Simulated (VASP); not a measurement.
Runs of VASP 6.6.1 on SbTe2O. The structure is that of space group P4/mmm (No. 123), or close to it. The cells are those of the table. 

```csv
task,cell,k mesh,cutoff (eV),gap on the mesh (eV),pressure (GPa),relaxed volume (Å³/atom)
relaxation of cell and atoms,"relaxed from a = 4.116, b = 4.116, c = 6.102 Å, 4 atoms",12 × 12 × 8,600,-,0.0,(a)
single point,"a = 4.176, b = 4.176, c = 5.903 Å, 4 atoms",12 × 12 × 8,520,none,0.0,-
single point,"a = 4.116, b = 4.116, c = 6.102 Å, 4 atoms",4 × 4 × 4,520,none,-0.3,-
relaxation of cell and atoms,"relaxed from a = 4.384, b = 4.384, c = 5.983 Å, 4 atoms",4 × 4 × 4,600,-,0.0,25.68
single point,"a = 4.384, b = 4.384, c = 5.983 Å, 4 atoms",4 × 4 × 4,520,none,-4.9,-
```

Alike in all rows: level PBE; potentials or basis VASP PAW PBE potentials, release 64 (Sb, Te, O); no spin polarisation; smearing gaussian 0.1 eV.

Problem. Estimate the missing entries.

Solution. (a) 25.71.

Caveats: some runs use coarse meshes; spin-orbit coupling is left out, which moves the levels of the heavy elements; an odd number of electrons without spin polarisation forces a metal (some runs); a magnetic or distorted state may lie lower (some runs); the bands computed are all filled at some k points, so no gap is given (some runs).

A k mesh can miss the band edges, and the runs leave out spin-orbit coupling on Sb, Te.

A gap of «none» marks levels without a gap at the run's occupations.
